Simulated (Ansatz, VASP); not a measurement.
## One calculation of C, two programs

```
CELL_PARAMETERS angstrom
0.00000 1.78580 1.78580
1.78580 0.00000 1.78580
1.78580 1.78580 0.00000
ATOMIC_POSITIONS crystal
C 0.50000 0.50000 0.50000
C 0.75000 0.75000 0.75000
```

Alike in both runs: task single point; functional PBE; k mesh 12 × 12 × 12; occupations gaussian, width 0.02 eV; no spin polarisation.

|  | VASP | Ansatz |
| --- | --- | --- |
| version | VASP 6.6.1 | Ansatz 0.2.0 |
| potentials or method | VASP PAW PBE potentials, release 64 (C), cutoff 600 eV | scalar-relativistic, plane waves, PAW |
| valence electrons in the cell | 8 | 8 |

VASP gave:

```
gap on the k mesh at the Fermi level (eV) : 4.14
least direct gap on the mesh (eV)         : 5.58
pressure (GPa)                            : 0.0
```

Question: Which values does Ansatz return?

Answer: gap on the k mesh at the Fermi level (eV): 4.15; least direct gap on the mesh (eV): 5.58; pressure (GPa): 0.0.
